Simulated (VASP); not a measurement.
A run of VASP 6.6.1 is set up as follows.

INCAR

```
SYSTEM = Al3Cl
ALGO     = Normal         ! electronic algorithm
DIPOL    = 0.5 0.5 0.364
EDIFF    = 1E-6           ! SCF threshold, eV
ENCUT    = 520            ! plane-wave cutoff, eV
GGA      = PE             ! functional
IDIPOL   = 3            
ISIF     = 2              ! what is computed and relaxed
ISMEAR   = 0              ! smearing method
LASPH    = .True.         ! aspherical terms in the spheres
LCHARG   = .False.        ! write CHGCAR
LDIPOL   = .True.       
LREAL    = .False.        ! projectors in reciprocal space
LWAVE    = .False.        ! write WAVECAR
NBANDS   = 16             ! bands
NELM     = 60             ! most SCF steps
PREC     = Accurate       ! precision mode
SIGMA    = 0.1            ! smearing width, eV
```

KPOINTS

```
k-points
0
Gamma
  9 9 1
  0 0 0
```

The input POSCAR:

```
Al3Cl
1.0
    2.8567582918      0.0000000000      0.0000000000
   -1.4283791459      2.4740252532      0.0000000000
    0.0000000000      0.0000000000     20.1013782055
Al Cl
3 1
Direct
    0.6666666667      0.3333333333      0.1989913308
    0.3333333333      0.6666666667      0.3134471548
    0.0000000000      0.0000000000      0.4278999240
    0.6666666667      0.3333333333      0.5159119711
```

Potentials or basis: VASP PAW PBE potentials, release 64 (Al, Cl).

Launch:

```sh
$ cat potpaw_PBE.64/Al/POTCAR potpaw_PBE.64/Cl/POTCAR > POTCAR
$ mpirun -np 1 vasp_std > vasp.out
```

Question: Predict the band gap on the k mesh.

Answer: Zero (band 8 reaches 2.01 eV, above the bottom of band 9 at 0.53 eV).

Question: Predict the largest force.

Answer: 0.305 eV/Å.

Forces on the atoms (eV/Å):
```
Al   0.000  0.000 -0.211
Al   0.000  0.000  0.305
Al   0.000  0.000 -0.085
Cl   0.000  0.000 -0.009
```
